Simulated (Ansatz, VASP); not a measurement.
# One calculation of ZnS, two programs

```xyz
2
Lattice="0.0000 2.7550 2.7550 2.7550 0.0000 2.7550 2.7550 2.7550 0.0000" Properties=species:S:1:pos:R:3 pbc="T T T"
Zn    4.1325    4.1325    4.1325
S     0.0000    0.0000    0.0000
```

Alike in both runs: task single point; functional BLYP; k mesh 9 × 9 × 9; occupations fermi-dirac, width 0.05 eV; no spin polarisation.

|  | VASP | Ansatz |
| --- | --- | --- |
| version | VASP 6.6.1 | Ansatz 0.2.0 |
| potentials or method | VASP PAW PBE potentials, release 64 (Zn, S) | Ansatz PAW |
| plane-wave cutoff (eV) | 520 | 420 |
| valence electrons in the cell | 18 | 18 |

|  | VASP | Ansatz | Ansatz less VASP |
| --- | --- | --- | --- |
| gap on the k mesh at the Fermi level (eV) | 1.86 | 1.83 | -0.031 |
| least direct gap on the mesh (eV) | 1.86 | 1.83 | -0.031 |
| pressure (GPa) | 1.2 | 1.1 | -0.10 |

VASP's potentials were made for PBE, not for BLYP.

Noted on Ansatz's run: odd divisions of the mesh miss points on the zone boundary, where band edges often lie, so the gap on the mesh can be too wide.
